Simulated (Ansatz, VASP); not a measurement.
One calculation of Ta2AlC2N, two programs

File INCAR:

```
SYSTEM = Ta2AlC2N
ALGO = Normal ; EDIFF = 1E-6
ENCUT = 700 ; GGA = PE
GGA_COMPAT = .FALSE. ; ISIF = 2
ISMEAR = 0 ; LASPH = .TRUE.
LCHARG = .FALSE. ; LREAL = .FALSE.
LWAVE = .FALSE. ; NBANDS = 30
NELM = 120 ; PREC = Accurate
SIGMA = 0.1
```

File KPOINTS:

```
k-points
0
G
  6 6 6
  0 0 0
```

The input POSCAR:

```
Ta2AlC2N
1.0
   -1.9423436500      1.9423436500      5.1790373600
    1.9423436500     -1.9423436500      5.1790373600
    1.9423436500      1.9423436500     -5.1790373600
Ta Al C N
2 1 2 1
Direct
    0.6457520100      0.6457520100      0.0000000000
    0.3542479900      0.3542479900      0.0000000000
    0.0000000000      0.0000000000      0.0000000000
    0.2500000000      0.7500000000      0.5000000000
    0.7500000000      0.2500000000      0.5000000000
    0.5000000000      0.5000000000      0.0000000000
```

Input for Ansatz:

```yaml
crystal:
  lattice:
    - [-1.94234365, 1.94234365, 5.17903736]
    - [1.94234365, -1.94234365, 5.17903736]
    - [1.94234365, 1.94234365, -5.17903736]
  atoms:
    - { symbol: Ta, position: [0.64575201, 0.64575201, 0.0] }
    - { symbol: Ta, position: [0.35424799, 0.35424799, 0.0] }
    - { symbol: Al, position: [0.0, 0.0, 0.0] }
    - { symbol: C, position: [0.25, 0.75, 0.5] }
    - { symbol: C, position: [0.75, 0.25, 0.5] }
    - { symbol: "N", position: [0.5, 0.5, 0.0] }
basis:
  ecutwfc: 420
kpoints:
  mp_grid: { grid: [6, 6, 6] }
hamiltonian:
  xc: pbe
scf:
  occupations: { method: gaussian, width: 0.1 }
  lower_state_search: "off"
output:
  forces: true
  stress: true
  eigenvalues: true
```

Change from the starting cell: species swapped into the SmB2Rh2C type (I4/mmm, No. 139).

Alike in both runs: task single point; functional PBE; k mesh 6 × 6 × 6; occupations gaussian, width 0.1 eV; no spin polarisation.

```csv
,VASP,Ansatz
version,VASP 6.6.1,Ansatz 0.2.0
potentials or method,"VASP PAW PBE potentials, release 64 (Ta_sv_GW, Al, C, N), cutoff 700 eV","scalar-relativistic, plane waves, PAW"
valence electrons in the cell,42,42
```

VASP gave:

- gap on the k mesh at the Fermi level (eV): none
- rms of the force components (eV/Å): 11.205

Which values does Ansatz return?

gap on the k mesh at the Fermi level (eV): none; rms of the force components (eV/Å): 11.033.

Atom by atom the forces differ by 0.171 eV/Å (rms over components). A gap of «none» marks a metal or a gap that the smearing closes.

The k mesh is coarse, so the values compare programs but aren't converged. Spin-orbit coupling is off throughout.
